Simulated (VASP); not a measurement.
# CuCO4 (I-42m) in VASP: single point with r2SCAN

Aim: the single point of CuCO4 with r2SCAN.

All numbers are computed with VASP 6.6.1; they aren't measurements. Logs are shortened: lines on timing, memory, paths and dates and some standing lists are left out, and cuts for length are marked.

## 1. The cell of the first run

It takes space group I-42m (No. 121, tetragonal). The conventional cell has a = 4.320 Å, b = 4.320 Å, c = 5.857 Å, α = 90.00°, β = 90.00°, γ = 90.00°. Cu (site symmetry -42m) has 8 O at 2.17 to 2.41 Å within 2.9 Å. C (site symmetry -42m) has 4 O at 1.25 Å within 1.7 Å. Within 1.7 Å of O (site symmetry m) lie 1 C at 1.25 Å. Within 1.7 Å of O (site symmetry m) lie 1 C at 1.25 Å.

## 2. Single point, r2SCAN

Input file POSCAR:

```
CuCO4
1.0
   -4.3204185700      4.3204185700      5.8572242600
    2.1602092900     -2.1602092900      2.9286121300
    2.1602092900      2.1602092900     -2.9286121300
Cu C O
2 2 8
Direct
    0.2500000000      0.5000000000      0.0000000000
    0.7500000000      0.5000000000      0.0000000000
    0.0000000000      0.0000000000      0.0000000000
    0.5000000000      0.0000000000      0.0000000000
    0.1456000000      0.2912000000      0.3306000000
    0.6456000000      0.2912000000      0.3306000000
    0.3544000000      0.0394000000      0.0000000000
    0.8544000000      0.0394000000      0.0000000000
    0.4803000000      0.9606000000      0.6694000000
    0.9803000000      0.9606000000      0.6694000000
    0.0197000000      0.7088000000      0.0000000000
    0.5197000000      0.7088000000      0.0000000000
```

Input file INCAR.step1:

```
PREC = Accurate
ENCUT = 520
ISMEAR = -5
SIGMA = 0.0745
LREAL = False
LASPH = True
NELM = 100
LMAXMIX = 4
GGA = PE
ALGO = Normal
EDIFF = 1E-4
LWAVE = True
LCHARG = False
```

Input file INCAR.step2:

```
PREC = Accurate
ENCUT = 520
EDIFF = 1E-6
ISMEAR = 1
SIGMA = 0.0745
LREAL = False
LASPH = True
NELM = 100
ALGO = Normal
ISIF = 2
LWAVE = False
LCHARG = False
LMAXMIX = 4
METAGGA = R2SCAN
LMIXTAU = True
LORBIT = 11
ISTART = 1
```

Input file KPOINTS:

```
Automatic mesh
0
Gamma
  3 6 6
```

Potentials or basis: VASP PAW PBE potentials, release 64 (Cu, C, O).

Launch:

```
$ cat potpaw_PBE.64/Cu/POTCAR potpaw_PBE.64/C/POTCAR potpaw_PBE.64/O/POTCAR > POTCAR
$ cp INCAR.step1 INCAR
$ mpirun -np 1 vasp_std > vasp.out
$ cp INCAR.step2 INCAR
$ mpirun -np 1 vasp_std > vasp.out
```

OUTCAR:

```text
PREC = Accurate
   ENCUT = 520
   EDIFF = 1E-6
   ISMEAR = 1
   LREAL = False
   LASPH = True
   NELM = 100
   ISIF = 2
   METAGGA = R2SCAN
   LORBIT = 11
   ISTART = 1

 ion  position               nearest neighbor table
   1  0.250  0.500  0.000-  11 2.17   7 2.17   9 2.17   5 2.17
   2  0.750  0.500  0.000-  12 2.17   8 2.17  10 2.17   6 2.17
   3  0.000  0.000  0.000-   8 1.25  11 1.25  10 1.25   5 1.25
   4  0.500  0.000  0.000-   7 1.25  12 1.25   9 1.25   6 1.25
   5  0.146  0.291  0.331-   3 1.25   1 2.17
   6  0.646  0.291  0.331-   4 1.25   2 2.17
   7  0.354  0.039  0.000-   4 1.25   1 2.17
   8  0.854  0.039  0.000-   3 1.25   2 2.17
   9  0.480  0.961  0.669-   4 1.25   1 2.17
  10  0.980  0.961  0.669-   3 1.25   2 2.17
  11  0.020  0.709  0.000-   3 1.25   1 2.17
  12  0.520  0.709  0.000-   4 1.25   2 2.17

  LATTYP: Found a base centered monoclinic cell.
 ALAT       =     7.2782616564
 B/A-ratio  =     0.5936058339
 C/A-ratio  =     0.9999999992
 COS(beta)  =    -0.2952642289

  Lattice vectors:

 A1 = (   2.1602092900,   2.1602092900,  -2.9286121300)
 A2 = (  -2.1602092900,   2.1602092900,  -2.9286121300)
 A3 = (   0.0000000100,   4.3204185700,   5.8572242600)

Analysis of symmetry for initial positions (statically):
=====================================================================
 Subroutine PRICEL returns following result:

  LATTYP: Found a body centered tetragonal cell.
 ALAT       =     4.3204185800
 C/A-ratio  =     1.3557075898

  Lattice vectors:

 A1 = (  -2.1602092850,   2.1602092850,   2.9286121300)
 A2 = (   2.1602092900,  -2.1602092900,   2.9286121300)
 A3 = (   2.1602092900,   2.1602092900,  -2.9286121300)

   2 primitive cells build up your supercell.

 Routine SETGRP: Setting up the symmetry group for a
 base centered monoclinic supercell.

 Subroutine GETGRP returns: Found  2 space group operations
 (whereof  2 operations were pure point group operations)
 out of a pool of  4 trial point group operations.

The static configuration has the point symmetry C_2 .

Analysis of symmetry for dynamics (positions and initial velocities):
=====================================================================
 Subroutine PRICEL returns following result:

  LATTYP: Found a body centered tetragonal cell.
 ALAT       =     4.3204185800
 C/A-ratio  =     1.3557075898

  Lattice vectors:

 A1 = (  -2.1602092850,   2.1602092850,   2.9286121300)
 A2 = (   2.1602092900,  -2.1602092900,   2.9286121300)
 A3 = (   2.1602092900,   2.1602092900,  -2.9286121300)

   2 primitive cells build up your supercell.

 Routine SETGRP: Setting up the symmetry group for a
 base centered monoclinic supercell.

 Subroutine GETGRP returns: Found  2 space group operations
 (whereof  2 operations were pure point group operations)
 out of a pool of  4 trial point group operations.

The dynamic configuration has the point symmetry C_2 .

 Subroutine INISYM returns: Found  2 space group operations
 (whereof  2 operations are pure point group operations),
 and found     2 'primitive' translations

----------------------------------------------------------------------------------------

                                     Primitive cell

  volume of cell :      54.6655

  direct lattice vectors                    reciprocal lattice vectors
    -2.160209285  2.160209285  2.928612130     0.000000000  0.231459055  0.170729335
     2.160209290 -2.160209290  2.928612130     0.231459055 -0.000000000  0.170729334
     2.160209290  2.160209290 -2.928612130     0.231459055  0.231459055  0.000000000

  length of vectors
     4.231994485  4.231994490  4.231994490     0.287613977  0.287613977  0.327332534
[... 54 lines left out ...]
|     Results are often still useful ...                                      |
|                                                                             |
 -----------------------------------------------------------------------------

 Subroutine IBZKPT returns following result:
 ===========================================

 Found     34 irreducible k-points:

 Following reciprocal coordinates:
            Coordinates               Weight
  0.000000  0.000000  0.000000      1.000000
  0.333333 -0.000000  0.000000      2.000000
  0.000000  0.166667  0.000000      4.000000
  0.333333  0.166667  0.000000      4.000000
 -0.333333  0.166667 -0.000000      4.000000
  0.000000  0.333333  0.000000      4.000000
[... 16 lines left out ...]
  0.333333 -0.166667  0.166667      2.000000
 -0.333333 -0.166667  0.166667      2.000000
 [... further k-points ...]
   k-points           NKPTS =     34   k-points in BZ     NKDIM =     34   number of bands    NBANDS=     46
   number of dos      NEDOS =    301   number of ions     NIONS =     12
   total plane-waves  NPLWV =  65536
   dimension x,y,z NGX =    64 NGY =   32 NGZ =   32
   dimension x,y,z NGXF=   128 NGYF=   64 NGZF=   64
   ions per type =               2   2   8
   NGX,Y,Z   is equivalent  to a cutoff of  12.57, 12.57, 12.57 a.u.
   NGXF,Y,Z  is equivalent  to a cutoff of  25.14, 25.14, 25.14 a.u.
 SYSTEM =  unknown system
   PREC   = accura    normal or accurate (medium, high low for compatibility)
   ISTART =      1    job   : 0-new  1-cont  2-samecut
   ICHARG =      0    charge: 1-file 2-atom 10-const
   ISPIN  =      1    spin polarized calculation?
   LNONCOLLINEAR =      F non collinear calculations
   LSORBIT =      F    spin-orbit coupling
   LASPH  =      T    aspherical Exc in radial PAW
   ENCUT  =  520.0 eV  38.22 Ry    6.18 a.u.  15.74  7.87  7.87*2*pi/ulx,y,z
   NELM   =    100;   NELMIN=  2; NELMDL=  0     # of ELM steps
   EDIFF  = 0.1E-05   stopping-criterion for ELM
   LREAL  =      F    real-space projection
   EDIFFG = 0.1E-04   stopping-criterion for IOM
   NSW    =      0    number of steps for IOM
   IBRION =     -1    ionic relax: 0-MD 1-quasi-New 2-CG
   NFREE  =      0    steps in history (QN), initial steepest desc. (CG)
   ISIF   =      2    stress and relaxation
   ISYM   =      2    0-nonsym 1-usesym 2-fastsym
   POTIM  = 0.5000    time-step for ionic-motion
   TEBEG  =    0.0;   TEEND  =   0.0 temperature during run
   PSTRESS=    0.0 pullay stress
   NELECT =      78.0000    total number of electrons
   NUPDOWN=      -1.0000    fix difference up-down
   EMIN   =  10.00;   EMAX   =-10.00  energy-range for DOS
   EFERMI =   0.00;   METHOD = LEGACY
   ISMEAR =     1;   SIGMA  =   0.07  broadening in eV -4-tet -1-fermi 0-gaus
   EFERMI_NEDOS =   21; number of points for ismear=-14 and -15
   IALGO  =     38    algorithm
   IMIX   =      4    mixing-type and parameters
     AMIX     =   0.40;   BMIX     =  1.00
     AMIX_MAG =   1.60;   BMIX_MAG =  1.00
  volume/ion in A,a.u.               =       9.11        61.48
  Fermi-wavevector in a.u.,A,eV,Ry     =   1.462823  2.764335 29.114453  2.139852
  Thomas-Fermi vector in A             =   2.578991
   LORBIT       =     11    0 simple, 1 ext, 2 COOP (PROOUT), +10 PAW based schemes
   METAGGA = R2SCAN    functional components
   LHFCALC =     F    Hartree Fock is set to
   AEXX    =    0.0000 exact exchange contribution
   IVDW    =     0    specifies the selected vdW correction
   LEPSILON=     F    determine dielectric tensor
   LRPA    =     F    only Hartree local field effects (RPA)
 non-spin polarized calculation
 Methfessel and Paxton  Order N= 1 SIGMA  =   0.07
  energy-cutoff  :      520.00
  volume of cell :      109.33
 maximum number of plane-waves:      2958
   NGX = 31   NGY = 15   NGZ = 15

 number of electron      77.9999980 magnetization

 Free energy of the ion-electron system (eV)
  ---------------------------------------------------
  ext. energy  EPLUGINS =         0.00000000
  ---------------------------------------------------
  free energy    TOTEN  =       -89.41077601 eV

  energy without entropy =      -89.41737266  energy(sigma->0) =      -89.41297489

 E-fermi :   2.3030     XC(G=0): -11.7729

 val. band max:        2.3000023917   @ k =   0.0000   0.5000   0.0000
 cond. band min:       2.3067541587   @ k =   0.0000   0.5000   0.1667
 fundamental gap:      0.0067517670
 Fermi energy:         2.3029501423

 k-point     1 :       0.0000    0.0000    0.0000
  band No.  band energies     occupation
      1     -23.8689      2.00000
      2     -23.6827      2.00000
      3     -18.5589      2.00000
      4     -18.1651      2.00000
      5     -18.1126      2.00000
      6     -18.1094      2.00000
[... 1165 lines left out ...]
     45      13.2198      0.00000
     46      13.2221      0.00000

 [... further k-points ...]

------------------------ aborting loop because EDIFF is reached ----------------------------------------

  FORCE on cell =-STRESS in cart. coord.  units (eV):
  Direction    XX          YY          ZZ          XY          YZ          ZX
  --------------------------------------------------------------------------------------
  -------------------------------------------------------------------------------------
  Total       21.1472871     21.1473066     24.4009795      0.0000000      0.0012603      0.0000000
  in kB      309.9001179    309.9004044    357.5809218      0.0000004      0.0184690      0.0000003
  external PRESSURE =     325.7938147 kB  Pullay stress =       0.0000000 kB

 VOLUME and BASIS-vectors are now :
 -----------------------------------------------------------------------------
  energy-cutoff  :      520.00
  volume of cell :      109.33
      direct lattice vectors                 reciprocal lattice vectors
    -4.320418570  4.320418570  5.857224260     0.000000000  0.115729527  0.085364667
     2.160209290 -2.160209290  2.928612130     0.231459055 -0.000000000  0.170729334
     2.160209290  2.160209290 -2.928612130     0.231459055  0.231459055  0.000000000

 POSITION                                       TOTAL-FORCE (eV/Angst)
 -----------------------------------------------------------------------------------
      0.00000     -0.00000      2.92861        -0.000167      0.000000      0.000000
     -2.16021      2.16021      5.85722        -0.000167      0.000000      0.000000
      0.00000      0.00000      0.00000        -0.000146      0.000000      0.000000
     -2.16021      2.16021      2.92861        -0.000146      0.000000      0.000000
      0.71417      0.71417      0.73742         5.157625      5.157631      4.849810
     -1.44604      2.87437      3.66604         5.157625      5.157631      4.849810
     -1.44604      1.44604      2.19119         5.157625     -5.157631     -4.849810
     -3.60625      3.60625      5.11980         5.157625     -5.157631     -4.849810
      1.44604      1.44604      3.66604        -5.157469     -5.157467      4.849626
     -0.71417      3.60625      6.59465        -5.157469     -5.157467      4.849626
      1.44604     -1.44604      2.19119        -5.157469      5.157467     -4.849626
     -0.71417      0.71417      5.11980        -5.157469      5.157467     -4.849626
 -----------------------------------------------------------------------------------
    total drift:                                0.000342      0.000095     -0.000050

  FREE ENERGIE OF THE ION-ELECTRON SYSTEM (eV)
  ---------------------------------------------------
  free  energy   TOTEN  =       -89.4107760103 eV

  energy  without entropy=      -89.4173726594  energy(sigma->0) =      -89.41297489

 total charge

# of ion       s       p       d       tot
------------------------------------------
    1        0.224   0.226   9.084   9.534
    2        0.224   0.226   9.084   9.534
    3        0.915   2.007   0.000   2.922
    4        0.915   2.007   0.000   2.922
    5        1.610   3.540   0.000   5.149
    6        1.610   3.540   0.000   5.149
    7        1.610   3.540   0.000   5.149
    8        1.610   3.540   0.000   5.149
    9        1.610   3.540   0.000   5.149
   10        1.610   3.540   0.000   5.149
   11        1.610   3.540   0.000   5.149
   12        1.610   3.540   0.000   5.149
--------------------------------------------------
tot         15.157  32.782  18.168  66.107
```

It took 9.8 min on 1 thread of Intel Xeon Platinum 8375C at 2.90GHz (Ice Lake), shared host; peak memory 0.34 GiB.

Results:

- Free energy: -89.4108 eV
- Pressure: 32.6 GPa
- Largest force: 8.759 eV/Å
- Band gap on the k mesh: zero (band 39 reaches 2.47 eV, above the bottom of band 40 at 1.94 eV)
- Valence electrons inside the program's atomic spheres: Cu 9.53; C 2.92; O 5.15

Forces in eV/Å, atoms in the order of the input:
```
Cu   0.000  0.000  0.000
Cu   0.000  0.000  0.000
C    0.000  0.000  0.000
C    0.000  0.000  0.000
O    5.158  5.158  4.850
O    5.158  5.158  4.850
O    5.158 -5.158 -4.850
O    5.158 -5.158 -4.850
O   -5.157 -5.157  4.850
O   -5.157 -5.157  4.850
O   -5.157  5.157 -4.850
O   -5.157  5.157 -4.850
```

Caveat: the PAW data sets were made with another functional, which shifts forces and pressure a little; semilocal functionals often make such compounds metallic where correlation or magnetic order opens a gap, which also shifts bond lengths. With open d or f shells a metallic result of r2SCAN can be an artefact of self-interaction; +U or a hybrid may open a gap.
